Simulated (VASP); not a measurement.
Set up this calculation in VASP 6.6.1, as the native input.

* Task: single point
* Functional: PBE
* Potentials or basis: VASP PAW PBE potentials, release 64 (Si, Ge_d)
* Cutoff: 500 eV
* k mesh: 3 × 3 × 3
* Occupations: gaussian, width 0.1 eV
* Spin: no spin polarisation
* Dipole correction: no
* Further INCAR settings: ALGO = Normal; EDIFF = 1e-06; NBANDS = 33

The structure of Si5Ge2 lies in POSCAR:

```
Si5Ge2
1.0
    3.2908328061      1.8999632065      4.3324306028
   -3.2908328061      1.8999632065      4.3324306028
    0.0000000000     -3.7999264129      4.3324306028
Si Ge
5 2
Direct
    0.1150475307      0.1150475307      0.1150475307
    0.8849524693      0.8849524693      0.8849524693
    0.7195908137      0.0000000000      0.2804091863
    0.2804091863      0.7195908137      0.0000000000
    0.0000000000      0.2804091863      0.7195908137
    0.6990692582      0.6990692582      0.6990692582
    0.3009307418      0.3009307418      0.3009307418
```

These files were run (other wordings do the same):

INCAR

```
SYSTEM = Si5Ge2
PREC = Accurate
ENCUT = 500
EDIFF = 1E-6
ISMEAR = 0
SIGMA = 0.1
LREAL = .FALSE.
LASPH = .TRUE.
NELM = 120
ALGO = Normal
ISIF = 2
LWAVE = .FALSE.
LCHARG = .TRUE.
GGA = PE
LELF = .TRUE.
LVHAR = .TRUE.
NBANDS = 33
GGA_COMPAT = .FALSE.
```

KPOINTS

```
Automatic mesh
0
G
  3 3 3
  0 0 0
```

Potentials or basis: VASP PAW PBE potentials, release 64 (Si, Ge_d).

Launch:

```console
$ cat potpaw_PBE.64/Si/POTCAR potpaw_PBE.64/Ge_d/POTCAR > POTCAR
$ mpirun -np 1 vasp_std > vasp.out
```

It gave:

The pressure is 0.0 GPa, the largest force is 0.016 eV/Å and the band gap on the k mesh is 0.93 eV, indirect (least direct gap 1.57 eV).

Run time: 50 s on 1 thread of Intel(R) Xeon(R) Platinum 8259CL CPU @ 2.50GHz (Skylake/Cascade Lake), on a shared host, peak memory 0.25 GiB.
